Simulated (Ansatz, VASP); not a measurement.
Two plane-wave programs on MgO

Contents of INCAR:

```
ALGO     = Normal         # electronic algorithm
EDIFF    = 1E-6           # SCF threshold, eV
ENCUT    = 840            # plane-wave cutoff, eV
GGA      = PE             # functional
GGA_COMPAT= F            
ISIF     = 2              # what is computed and relaxed
ISMEAR   = -1             # smearing method
LASPH    = T              # aspherical terms in the spheres
LCHARG   = F              # write CHGCAR
LREAL    = F              # projectors in reciprocal space
LWAVE    = F              # write WAVECAR
NBANDS   = 15             # bands
NELM     = 120            # most SCF steps
PREC     = Accurate       # precision mode
SIGMA    = 0.1            # smearing width, eV
```

KPOINTS

```
k-points
0
Gamma
  8 8 8
```

The input POSCAR:

```
MgO
1.0
    0.0000000000      2.1715000000      2.1715000000
    2.1715000000      0.0000000000      2.1715000000
    2.1715000000      2.1715000000      0.0000000000
Mg O
1 1
Direct
    0.0000000000      0.0000000000      0.0000000000
    0.5000000000      0.5000000000      0.5000000000
```

Input for Ansatz:

```yaml
crystal:
  lattice:
    - [0.0, 2.1715, 2.1715]
    - [2.1715, 0.0, 2.1715]
    - [2.1715, 2.1715, 0.0]
  atoms:
    - { symbol: Mg, position: [0.0, 0.0, 0.0] }
    - { symbol: O, position: [0.5, 0.5, 0.5] }
hamiltonian:
  xc: pbe
  pseudopotentials: { kind: paw }
basis:
  ecutwfc: 420
kpoints:
  mp_grid: { grid: [8, 8, 8] }
scf:
  occupations: { method: fermi_dirac, width: 0.1 }
  lower_state_search: "off"
  algorithm: density_mixing
  max_iter: 60
  mixing: { algorithm: broyden, ndim: 3, beta: 0.1, preconditioner: none }
output:
  forces: true
  stress: true
```

Alike in both runs: task single point; functional PBE; k mesh 8 × 8 × 8; occupations fermi-dirac, width 0.1 eV; no spin polarisation.

|  | VASP | Ansatz |
| --- | --- | --- |
| version | VASP 6.6.1 | Ansatz 0.2.0 |
| potentials or method | VASP PAW PBE potentials, release 64 (Mg_sv, O), cutoff 840 eV | PAW, plane waves, scalar-relativistic |
| valence electrons in the cell | 16 | 16 |

|  | VASP | Ansatz | Ansatz less VASP |
| --- | --- | --- | --- |
| pressure (GPa) | -8.2 | -8.2 | +0.04 |

With one functional, cell and mesh, what is left measures potentials, basis and numerics.
